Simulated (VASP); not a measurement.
Input of a VASP 6.6.1 run:

Contents of INCAR:

```
PREC = Accurate ; ENCUT = 520
EDIFF = 1E-6 ; ISMEAR = -1
SIGMA = 0.05 ; LREAL = F
LASPH = T ; NELM = 60
ALGO = Normal ; ISIF = 2
LWAVE = F ; LCHARG = T
GGA = PE ; LELF = T
LVHAR = T ; NBANDS = 11
```

File KPOINTS:

```
regular mesh
0
Gamma
  10 10 10
```

The input POSCAR:

```
Sr
1.0
    3.3847803144      0.0000000000      0.0000000000
    0.0000000000      3.3847803144      0.0000000000
    0.0000000000      0.0000000000      3.3847803144
Sr
1
Direct
    0.0000000000      0.0000000000      0.0000000000
```

Potentials or basis: VASP PAW PBE potentials, release 64 (Sr_sv).

Run with:

```sh
$ cat potpaw_PBE.64/Sr_sv/POTCAR > POTCAR
$ mpirun -np 1 vasp_std > vasp.out
```

Predict the pressure.

5.4 GPa.

Predict the band gap on the k mesh.

zero (band 5 reaches 2.94 eV, above the bottom of band 6 at 2.61 eV).
